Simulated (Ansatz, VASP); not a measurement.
**RbMgSbO3 in VASP and in Ansatz**

Contents of POSCAR:

```
RbMgSbO3
1.0
    3.0914557107      1.7848527868      3.9382875422
   -3.0914557107      1.7848527868      3.9382875422
    0.0000000000     -3.5697055735      3.9382875423
Rb Mg Sb O
1 1 1 3
Direct
    0.8779837598      0.8779837598      0.8779837598
    0.3319735932      0.3319735932      0.3319735932
    0.5754906610      0.5754906610      0.5754906610
    0.4945870290      0.4945870290      0.9658740480
    0.9658740480      0.4945870290      0.4945870290
    0.4945870290      0.9658740480      0.4945870290
```

INCAR.step1

```
PREC = Accurate ; ENCUT = 520
ISMEAR = 0 ; SIGMA = 0.05
LREAL = F ; LASPH = T
NELM = 80 ; NBANDS = 26
GGA = PE ; ALGO = Normal
EDIFF = 1E-4 ; LWAVE = T
LCHARG = F
```

Contents of INCAR.step2:

```
PREC = Accurate ; ENCUT = 520
EDIFF = 1E-6 ; ISMEAR = 0
SIGMA = 0.05 ; LREAL = F
LASPH = T ; NELM = 80
ALGO = Normal ; ISIF = 2
LWAVE = F ; LCHARG = F
METAGGA = R2SCAN ; LMIXTAU = T
NBANDS = 26 ; ISTART = 1
```

The input KPOINTS:

```
Automatic mesh
0
Gamma
  6 6 6
```

Input for Ansatz:

```yaml
crystal:
  lattice:
    - [3.0914557107, 1.7848527868, 3.9382875422]
    - [-3.0914557107, 1.7848527868, 3.9382875422]
    - [0.0, -3.5697055735, 3.9382875423]
  atoms:
    - { symbol: Rb, position: [0.8779837598, 0.8779837598, 0.8779837598] }
    - { symbol: Mg, position: [0.3319735932, 0.3319735932, 0.3319735932] }
    - { symbol: Sb, position: [0.575490661, 0.575490661, 0.575490661] }
    - { symbol: O, position: [0.494587029, 0.494587029, 0.965874048] }
    - { symbol: O, position: [0.965874048, 0.494587029, 0.494587029] }
    - { symbol: O, position: [0.494587029, 0.965874048, 0.494587029] }
basis:
  ecutwfc: 500
kpoints:
  mp_grid: { grid: [6, 6, 6] }
hamiltonian:
  xc: r2scan
scf:
  occupations: { method: gaussian, width: 0.05 }
output:
  forces: true
  stress: true
  eigenvalues: true
```

Change from the starting cell: strain -0.0200 x Voigt [0, 0, 1, 0, 0, 0], atoms carried along.

Alike in both runs: task single point; functional r2SCAN; k mesh 6 × 6 × 6; occupations gaussian, width 0.05 eV; no spin polarisation.

```csv
,VASP,Ansatz
version,VASP 6.6.1,Ansatz 0.2.0
potentials or method,"VASP PAW PBE potentials, release 64 (Rb_sv, Mg, Sb, O), cutoff 520 eV","scalar-relativistic, plane waves, PAW"
valence electrons in the cell,34,52
```

```tsv
	VASP	Ansatz	Ansatz less VASP
gap on the k mesh at the Fermi level (eV)	3.52	3.54	+0.016
least direct gap on the mesh (eV)	3.52	3.54	+0.016
pressure (GPa)	1.2	0.9	-0.21
traceless stress, the component that is largest in VASP (GPa)	0.54	0.60	+0.056
rms of the force components (eV/Å)	0.218	0.135	-0.0830
```

VASP's potentials were made for PBE, not for r2SCAN. Atom by atom the forces differ by 0.085 eV/Å (rms over components). With one functional, cell and mesh, what is left measures potentials, basis and numerics. VASP's potentials hold 34 valence electrons a cell and Ansatz's 52, so a difference there can come from the potentials and not from the codes.

Neither program's run includes spin-orbit coupling.
